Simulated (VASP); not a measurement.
Set up this calculation in VASP 6.6.1, as the native input.

| Item | Value |
| --- | --- |
| Task | single point |
| Functional | PBE |
| Potentials or basis | VASP PAW PBE potentials, release 64 (Cu, Ru_pv) |
| Cutoff | 520 eV |
| k mesh | 6 × 6 × 4 |
| Occupations | gaussian, width 0.1 eV |
| Spin | no spin polarisation |
| Dipole correction | no |
| Further INCAR settings | ALGO = Normal; EDIFF = 1e-06; NBANDS = 42 |

The structure of CuRu4 lies in POSCAR:

```
CuRu4
1.0
    4.0980558031      0.0000000000      0.0000000000
   -2.0490279016      3.5490204316      0.0000000000
    0.0000000000      0.0000000000      7.3662540352
Cu Ru
1 4
Direct
    0.0000000000      0.0000000000      0.0000000000
    0.3333333333      0.6666666667      0.5000000000
    0.6666666667      0.3333333333      0.5000000000
    0.0000000000      0.0000000000      0.3204828068
    0.0000000000      0.0000000000      0.6795171932
```

One way to write it, as run:

INCAR

```
ALGO = Normal
EDIFF = 1E-6
ENCUT = 520
GGA = PE
ISIF = 2
ISMEAR = 0
LASPH = True
LCHARG = False
LREAL = False
LWAVE = False
NBANDS = 42
NELM = 80
PREC = Accurate
SIGMA = 0.1
```

KPOINTS

```
k-points
0
Gamma
  6 6 4
```

Potentials or basis: VASP PAW PBE potentials, release 64 (Cu, Ru_pv).

Launch:

```bash
$ cat potpaw_PBE.64/Cu/POTCAR potpaw_PBE.64/Ru_pv/POTCAR > POTCAR
$ mpirun -np 1 vasp_std > vasp.out
```

Results of the run:

| Quantity | Value |
| --- | --- |
| Pressure | 0.0 GPa |
| Largest force | 0.077 eV/Å |

Run time: 63 s on 1 thread of Intel(R) Xeon(R) 6975P-C (Granite Rapids), with other jobs on the host, peak memory 0.25 GiB.
